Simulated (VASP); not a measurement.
# Ge (Fd-3m) in VASP: notebook

Ge is run at these levels: PBE; tasks: single point.

Program: VASP 6.6.1. These are calculated values, not measurements. Logs are shortened: lines on timing, memory, paths and dates and some standing lists are left out, and cuts for length are marked.

**Measured values to compare with.**

From “Electronic and optical properties of SixGe1-x-ySny alloys lattice-matched to Ge”, 2021, arxiv:2109.02782, for a bulk crystal of Ge at 293 K: band gap 0.666 eV (indirect).

How close the calculation comes is told below.

### 1 The cell of the first run

The structure is cubic, space group Fd-3m (No. 227). The conventional cell has a = 5.643 Å, b = 5.643 Å, c = 5.643 Å, α = 90.00°, β = 90.00°, γ = 90.00°. Ge (site symmetry -43m) has 4 Ge at 2.44 Å within 3.2 Å.

### 2 Single point, PBE (volume scaled by 0.94)

Contents of INCAR:

```
ALGO = Normal ; EDIFF = 1E-6
ENCUT = 520 ; GGA = PE
ISIF = 2 ; ISMEAR = 0
LASPH = T ; LCHARG = T
LELF = T ; LREAL = F
LVHAR = T ; LWAVE = F
NBANDS = 21 ; NELM = 100
PREC = Accurate ; SIGMA = 0.1
```

Contents of KPOINTS:

```
k-points
0
Gamma
  14 14 14
```

Contents of POSCAR:

```
Ge
1.0
    0.0000000000      2.8217334952      2.8217334952
    2.8217334952      0.0000000000      2.8217334952
    2.8217334952      2.8217334952      0.0000000000
Ge
2
Direct
    0.0000000000      0.0000000000      0.0000000000
    0.2500000000      0.2500000000      0.2500000000
```

Potentials or basis: VASP PAW PBE potentials, release 64 (Ge_d).

Started as:

```console
> cat potpaw_PBE.64/Ge_d/POTCAR > POTCAR
> mpirun -np 1 vasp_std > vasp.out
```

OUTCAR:

```text
EDIFF = 1E-6
   ENCUT = 520
   GGA = PE
   ISIF = 2
   ISMEAR = 0
   LASPH = T
   LREAL = F
   NELM = 100
   PREC = Accurate

 ion  position               nearest neighbor table
   1  0.000  0.000  0.000-   2 2.44   2 2.44   2 2.44   2 2.44
   2  0.250  0.250  0.250-   1 2.44   1 2.44   1 2.44   1 2.44

  LATTYP: Found a face centered cubic cell.
 ALAT       =     5.6434669904

  Lattice vectors:

 A1 = (   0.0000000000,   2.8217334952,   2.8217334952)
 A2 = (   2.8217334952,   0.0000000000,   2.8217334952)
 A3 = (   2.8217334952,   2.8217334952,   0.0000000000)

Analysis of symmetry for initial positions (statically):
=====================================================================
 Subroutine PRICEL returns:
 Original cell was already a primitive cell.

 Routine SETGRP: Setting up the symmetry group for a
 face centered cubic supercell.

 Subroutine GETGRP returns: Found 48 space group operations
 (whereof 24 operations were pure point group operations)
 out of a pool of 48 trial point group operations.

The static configuration has the point symmetry T_d .
 The point group associated with its full space group is O_h .

Analysis of symmetry for dynamics (positions and initial velocities):
=====================================================================
 Subroutine PRICEL returns:
 Original cell was already a primitive cell.

 Routine SETGRP: Setting up the symmetry group for a
 face centered cubic supercell.

 Subroutine GETGRP returns: Found 48 space group operations
 (whereof 24 operations were pure point group operations)
 out of a pool of 48 trial point group operations.

The dynamic configuration has the point symmetry T_d .
 The point group associated with its full space group is O_h .

 Subroutine INISYM returns: Found 48 space group operations
 (whereof 24 operations are pure point group operations),
 and found     1 'primitive' translations

----------------------------------------------------------------------------------------

                                     Primitive cell

  volume of cell :      44.9343

  direct lattice vectors                    reciprocal lattice vectors
     0.000000000  2.821733495  2.821733495    -0.177196040  0.177196040  0.177196040
     2.821733495  0.000000000  2.821733495     0.177196040 -0.177196040  0.177196040
     2.821733495  2.821733495  0.000000000     0.177196040  0.177196040 -0.177196040

  length of vectors
[... 78 lines left out ...]
   LSORBIT =      F    spin-orbit coupling
   LASPH  =      T    aspherical Exc in radial PAW
   ENCUT  =  520.0 eV  38.22 Ry    6.18 a.u.   7.42  7.42  7.42*2*pi/ulx,y,z
   NELM   =    100;   NELMIN=  2; NELMDL= -5     # of ELM steps
   EDIFF  = 0.1E-05   stopping-criterion for ELM
   LREAL  =      F    real-space projection
   EDIFFG = 0.1E-04   stopping-criterion for IOM
   NSW    =      0    number of steps for IOM
   IBRION =     -1    ionic relax: 0-MD 1-quasi-New 2-CG
   NFREE  =      0    steps in history (QN), initial steepest desc. (CG)
   ISIF   =      2    stress and relaxation
   ISYM   =      2    0-nonsym 1-usesym 2-fastsym
   POTIM  = 0.5000    time-step for ionic-motion
   TEBEG  =    0.0;   TEEND  =   0.0 temperature during run
   PSTRESS=    0.0 pullay stress
   NELECT =      28.0000    total number of electrons
   NUPDOWN=      -1.0000    fix difference up-down
   EMIN   =  10.00;   EMAX   =-10.00  energy-range for DOS
   EFERMI =   0.00;   METHOD = LEGACY
   ISMEAR =     0;   SIGMA  =   0.10  broadening in eV -4-tet -1-fermi 0-gaus
   EFERMI_NEDOS =   21; number of points for ismear=-14 and -15
   IALGO  =     38    algorithm
   IMIX   =      4    mixing-type and parameters
     AMIX     =   0.40;   BMIX     =  1.00
     AMIX_MAG =   1.60;   BMIX_MAG =  1.00
  volume/ion in A,a.u.               =      22.47       151.62
  Fermi-wavevector in a.u.,A,eV,Ry     =   1.398304  2.642411 26.602836  1.955253
  Thomas-Fermi vector in A             =   2.521475
   LORBIT       =      0    0 simple, 1 ext, 2 COOP (PROOUT), +10 PAW based schemes
   GGA     = PE    functional components
   LHFCALC =     F    Hartree Fock is set to
   AEXX    =    0.0000 exact exchange contribution
   IVDW    =     0    specifies the selected vdW correction
   LEPSILON=     F    determine dielectric tensor
   LRPA    =     F    only Hartree local field effects (RPA)
 non-spin polarized calculation
 Gauss-broadening in eV      SIGMA  =   0.10
  energy-cutoff  :      520.00
  volume of cell :       44.93
 maximum number of plane-waves:      1243
 NGX is ok and might be reduce to    30
   NGX = 15   NGY = 15   NGZ = 15

 number of electron      28.0000028 magnetization

 Free energy of the ion-electron system (eV)
  ---------------------------------------------------
  ext. energy  EPLUGINS =         0.00000000
  ---------------------------------------------------
  free energy    TOTEN  =        -9.00127640 eV

  energy without entropy =       -9.00118990  energy(sigma->0) =       -9.00123315

 E-fermi :   5.1410     XC(G=0):  -9.9613

 val. band max:        5.0663857380   @ k =   0.0000   0.0000   0.0000
 cond. band min:       5.1708138819   @ k =   0.0000   0.0000   0.0000
 fundamental gap:      0.1044281440
 Fermi energy:         5.1410354038

 k-point     1 :       0.0000    0.0000    0.0000
  band No.  band energies     occupation
      1     -19.7596      2.00000
      2     -19.7596      2.00000
      3     -19.7596      2.00000
      4     -19.7228      2.00000
      5     -19.7228      2.00000
      6     -19.5081      2.00000
[... 565 lines left out ...]
     20      14.4267      0.00000
     21      14.8858      0.00000

 [... further k-points ...]

------------------------ aborting loop because EDIFF is reached ----------------------------------------

  FORCE on cell =-STRESS in cart. coord.  units (eV):
  Direction    XX          YY          ZZ          XY          YZ          ZX
  --------------------------------------------------------------------------------------
  -------------------------------------------------------------------------------------
  Total        1.1559978      1.1559978      1.1559978      0.0000000      0.0000000     -0.0000000
  in kB       41.2182576     41.2182576     41.2182576      0.0000000      0.0000000     -0.0000000
  external PRESSURE =      41.2182576 kB  Pullay stress =       0.0000000 kB

 VOLUME and BASIS-vectors are now :
 -----------------------------------------------------------------------------
  energy-cutoff  :      520.00
  volume of cell :       44.93
      direct lattice vectors                 reciprocal lattice vectors
     0.000000000  2.821733495  2.821733495    -0.177196040  0.177196040  0.177196040
     2.821733495  0.000000000  2.821733495     0.177196040 -0.177196040  0.177196040
     2.821733495  2.821733495  0.000000000     0.177196040  0.177196040 -0.177196040

 POSITION                                       TOTAL-FORCE (eV/Angst)
 -----------------------------------------------------------------------------------
      0.00000      0.00000      0.00000        -0.000000     -0.000000     -0.000000
      1.41087      1.41087      1.41087         0.000000      0.000000      0.000000
 -----------------------------------------------------------------------------------
    total drift:                                0.000000     -0.000000      0.000000

  FREE ENERGIE OF THE ION-ELECTRON SYSTEM (eV)
  ---------------------------------------------------
  free  energy   TOTEN  =        -9.0012764047 eV

  energy  without entropy=       -9.0011898988  energy(sigma->0) =       -9.00123315
```

Run time: 36 s. Hardware: 1 thread of Intel Xeon 6975P-C (Granite Rapids), shared host; peak memory 0.21 GiB.

What came out:

- Free energy: -9.0013 eV
- Pressure: 4.1 GPa
- Band gap on the k mesh: 0.10 eV, direct

Levels at points of the mesh, in eV from the valence-band top:
| k point | band 12 | band 13 | band 14 | band 15 | band 16 | band 17 |
| --- | --- | --- | --- | --- | --- | --- |
| (0.00, 0.00, 0.00) | 0.00 | 0.00 | 0.00 | 0.10 | 2.56 | 2.56 |
| (0.50, 0.00, 0.00) | -7.63 | -1.42 | -1.42 | 0.21 | 3.75 | 3.75 |
| (0.50, 0.50, 0.00) | -8.91 | -3.10 | -3.10 | 0.74 | 0.74 | 9.58 |

Caveat: the cell differs from its parent crystal (volume scaled by 0.94).

### 3 Single point, PBE

This run uses another cell than the first one, of 22.64 Å³/atom, 1.008 times its volume.

Contents of INCAR:

```
PREC = Accurate ; ENCUT = 520
EDIFF = 1E-7 ; ISMEAR = 0
SIGMA = 0.1 ; LREAL = False
LASPH = True ; NELM = 60
ALGO = Normal ; ISIF = 2
LWAVE = False ; LCHARG = True
GGA = PE ; LELF = True
LVHAR = True ; NBANDS = 21
```

Contents of KPOINTS:

```
regular mesh
0
Gamma
  14 14 14
```

Contents of POSCAR:

```
Ge
1.0
    0.0000000000      2.8289100000      2.8289100000
    2.8289100000      0.0000000000      2.8289100000
    2.8289100000      2.8289100000      0.0000000000
Ge
2
Direct
    0.0000000000      0.0000000000      0.0000000000
    0.2500000000      0.2500000000      0.2500000000
```

Potentials or basis: VASP PAW PBE potentials, release 64 (Ge_d).

Started as:

```console
> cat potpaw_PBE.64/Ge_d/POTCAR > POTCAR
> mpirun -np 1 vasp_std > vasp.out
```

Run time: 38 s. Hardware: 1 thread of Intel Xeon 6975P-C (Granite Rapids), shared host; peak memory 0.21 GiB.

The run converged. Its results:

```yaml
Free_energy: -9.0097 eV
Pressure: 3.5 GPa
```

Levels at points of the mesh, in eV from the Fermi level:
```csv
k point,band 11,band 12,band 13,band 14,band 15,band 16,band 17,band 18
"(0.00, 0.00, 0.00)",-12.83,-0.06,-0.06,-0.06,-0.02,2.50,2.50,2.50
"(0.50, 0.00, 0.00)",-10.74,-7.65,-1.46,-1.46,0.13,3.69,3.69,7.08
"(0.50, 0.50, 0.00)",-8.94,-8.94,-3.13,-3.13,0.70,0.70,9.46,9.46
```

### 4 Single point, PBE (volume scaled by 0.97)

Contents of INCAR:

```
PREC = Accurate
ENCUT = 520
EDIFF = 1E-6
ISMEAR = 0
SIGMA = 0.1
LREAL = False
LASPH = True
NELM = 100
ALGO = Normal
ISIF = 2
LWAVE = False
LCHARG = False
GGA = PE
NBANDS = 21
```

KPOINTS is that of step 3.

Contents of POSCAR:

```
Ge
1.0
    0.0000000000      2.8514381359      2.8514381359
    2.8514381359      0.0000000000      2.8514381359
    2.8514381359      2.8514381359      0.0000000000
Ge
2
Direct
    0.0000000000      0.0000000000      0.0000000000
    0.2500000000      0.2500000000      0.2500000000
```

Started as:

```console
> cat potpaw_PBE.64/Ge_d/POTCAR > POTCAR
> mpirun -np 1 vasp_std > vasp.out
```

Wall time 37 s (1 thread of Intel Xeon 6975P-C (Granite Rapids), shared host); peak memory 0.21 GiB.

Results (log left out):

```
Free energy            : -9.0285 eV
Pressure               : 1.8 GPa
Band gap on the k mesh : zero (filled and empty bands touch)
```

Levels at points of the mesh, in eV from the Fermi level:
```
           k point  band 12  band 13  band 14  band 15  band 16  band 17
(0.00, 0.00, 0.00)    -0.21    -0.02    -0.02    -0.02     2.52     2.52
(0.50, 0.00, 0.00)    -7.51    -1.39    -1.39     0.09     3.71     3.71
(0.50, 0.50, 0.00)    -8.82    -3.02    -3.02     0.76     0.76     9.30
```

Caveat: the cell differs from its parent crystal (volume scaled by 0.97).

### 5 Single point, PBE

This run uses another cell than the first one, of 23.90 Å³/atom, 1.064 times its volume.

Contents of INCAR:

```
  PREC = Accurate
  ENCUT = 520
  EDIFF = 1E-6
  ISMEAR = 0
  SIGMA = 0.1
  LREAL = F
  LASPH = T
  NELM = 60
  ALGO = Normal
  ISIF = 2
  LWAVE = F
  LCHARG = F
  GGA = PE
  NBANDS = 21
```

KPOINTS is that of step 4.

Contents of POSCAR:

```
Ge
1.0
    0.0000000000      2.8805364532      2.8805364532
    2.8805364532      0.0000000000      2.8805364532
    2.8805364532      2.8805364532      0.0000000000
Ge
2
Direct
    0.0000000000      0.0000000000      0.0000000000
    0.2500000000      0.2500000000      0.2500000000
```

Started as:

```console
> cat potpaw_PBE.64/Ge_d/POTCAR > POTCAR
> mpirun -np 1 vasp_std > vasp.out
```

Wall time 40 s (1 thread of Intel Xeon 6975P-C (Granite Rapids), shared host); peak memory 0.21 GiB.

It converged, with:

```yaml
Free_energy: -9.0369 eV
Pressure: 0.0 GPa
Band_gap_on_the_k_mesh: zero (filled and empty bands touch)
```

Levels at points of the mesh, in eV from the Fermi level:
```
           k point  band 12  band 13  band 14  band 15  band 16  band 17
(0.00, 0.00, 0.00)    -0.44     0.01     0.01     0.01     2.54     2.54
(0.50, 0.00, 0.00)    -7.35    -1.32    -1.32     0.03     3.73     3.73
(0.50, 0.50, 0.00)    -8.68    -2.88    -2.88     0.83     0.83     9.08
```

### 6 Summary

| cell | gap on the mesh (eV) | pressure (GPa) |
| --- | --- | --- |
| a = 3.991 Å, angles 60.0°, 2 atoms | 0.10 | 4.1 |
| a = 4.001 Å, angles 60.0°, 2 atoms | - | 3.5 |
| a = 4.033 Å, angles 60.0°, 2 atoms | none | 1.8 |
| a = 4.074 Å, angles 60.0°, 2 atoms | none | 0.0 |

Alike in all rows: task single point; level PBE; potentials or basis VASP PAW PBE potentials, release 64 (Ge_d); no spin polarisation; k mesh 14 × 14 × 14; cutoff (eV) 520; smearing gaussian 0.1 eV.

Absolute energies hang on the potentials; compare differences alone.

### 7 Comparison with measurements

Step 5. Measured gap of Ge: 0.666 eV (indirect; 293 K; “Electronic and optical properties of SixGe1-x-ySny alloys lattice-matched to Ge”, 2021, arxiv:2109.02782). This calculation gives 0.00 eV (-0.67 eV). 3 values of this kind are on record (0.666 to 0.807 eV); this one was drawn at random among those near their median. Spin-orbit coupling on Ge is left out. The value is that of PBE on a finite k mesh, which can miss the band edges, without temperature or zero-point motion. Semilocal functionals fall short of measured gaps as a rule.
